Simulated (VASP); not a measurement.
A run of VASP 6.6.1 is set up as follows.

POSCAR

```
Re
1.0
    0.0000000000      1.9584603153      1.9584603153
    1.9584603153      0.0000000000      1.9584603153
    1.9584603153      1.9584603153      0.0000000000
Re
1
Direct
    0.0000000000      0.0000000000      0.0000000000
```

INCAR.step1

```
  PREC = Accurate
  ENCUT = 520
  EDIFF = 1E-6
  ISMEAR = 0
  SIGMA = 0.05
  LREAL = F
  LASPH = T
  NELM = 150
  ALGO = Normal
  ISIF = 2
  LWAVE = F
  LCHARG = T
  MAGMOM = 0 0 0
  LSORBIT = T
  GGA_COMPAT = F
  LORBMOM = T
  LMAXMIX = 4
  GGA = PE
  NBANDS = 18
```

Contents of KPOINTS.step1:

```
Automatic mesh
0
Gamma
  18 18 18
```

Contents of INCAR.step2:

```
  PREC = Accurate
  ENCUT = 520
  EDIFF = 1E-6
  ISMEAR = -5
  SIGMA = 0.05
  LREAL = F
  LASPH = T
  NELM = 150
  ALGO = Normal
  ISIF = 2
  LWAVE = F
  LCHARG = F
  MAGMOM = 0 0 0
  LORBIT = 11
  LSORBIT = T
  GGA_COMPAT = F
  LORBMOM = T
  LMAXMIX = 4
  GGA = PE
  NEDOS = 2001
  ICHARG = 11
```

Contents of KPOINTS.step2:

```
Automatic mesh
0
Gamma
  27 27 27
```

Potentials or basis: VASP PAW PBE potentials, release 64 (Re).

The run is started by

```sh
$ cat potpaw_PBE.64/Re/POTCAR > POTCAR
$ cp INCAR.step1 INCAR
$ cp KPOINTS.step1 KPOINTS
$ mpirun -np 1 vasp_ncl > vasp.out
$ cp INCAR.step2 INCAR
$ cp KPOINTS.step2 KPOINTS
$ mpirun -np 1 vasp_ncl > vasp.out
```

Problem. What does it give for the net moment?

Solution. 0.00 μB per cell.

Moments on the atoms (μB; x, y, z):
```
Re  0.00 0.00 0.00
```
